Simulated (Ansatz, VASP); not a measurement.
**Al in VASP and in Ansatz**

Contents of INCAR:

```
  ALGO = Fast
  EDIFF = 1E-7
  ENCUT = 520
  GGA = PE
  ISIF = 2
  ISMEAR = 0
  IVDW = 12
  LASPH = True
  LCHARG = False
  LREAL = False
  LWAVE = False
  NBANDS = 10
  NELM = 60
  PREC = Accurate
  SIGMA = 0.15
```

File KPOINTS:

```
k-points
0
Gamma
  24 24 24
```

Contents of POSCAR:

```
Al
1.0
    0.0000000000     -1.9913628294     -1.9913628294
   -1.9913628294      0.0000000000     -1.9913628294
    1.9913628294      1.9913628294     -3.9827256588
Al
2
Direct
    0.4934766378      0.4934766378      0.5195700867
    0.0065233622      0.0065233622     -0.0195700867
```

Input for Ansatz:

```yaml
crystal:
  lattice:
    - [0.0, -1.9913628294, -1.9913628294]
    - [-1.9913628294, 0.0, -1.9913628294]
    - [1.9913628294, 1.9913628294, -3.9827256588]
  atoms:
    - { symbol: Al, position: [0.4934766378, 0.4934766378, 0.5195700867] }
    - { symbol: Al, position: [0.0065233622, 0.0065233622, -0.0195700867] }
basis:
  ecutwfc: 420
kpoints:
  mp_grid: { grid: [24, 24, 24] }
hamiltonian:
  xc: pbe
  dispersion: d3bj
scf:
  occupations: { method: gaussian, width: 0.15 }
output:
  forces: true
  stress: true
  eigenvalues: true
  write_density: true
  write_potential: true
  elf: true
  volumetric_format: npy
```

Change from the starting cell: mode 6 (347.1 1/cm) frozen in, largest displacement +0.090 Å.

Alike in both runs: task single point; functional PBE; dispersion D3(BJ); k mesh 24 × 24 × 24; occupations gaussian, width 0.15 eV; no spin polarisation.

```csv
,VASP,Ansatz
version,VASP 6.6.1,Ansatz 0.2.0
potentials or method,"VASP PAW PBE potentials, release 64 (Al), cutoff 520 eV","scalar-relativistic, plane waves, PAW"
valence electrons in the cell,6,6
```

|  | VASP | Ansatz | Ansatz less VASP |
| --- | --- | --- | --- |
| gap on the k mesh at the Fermi level (eV) | none | none | - |
| pressure (GPa) | 1.4 | 1.5 | +0.03 |
| traceless stress, the component that is largest in VASP (GPa) | 0.48 | 0.48 | -0.001 |
| rms of the force components (eV/Å) | 0.641 | 0.642 | 0.0000 |

Atom by atom the forces differ by 0.000 eV/Å (rms over components). A gap of «none» marks a metal or a gap that the smearing closes.
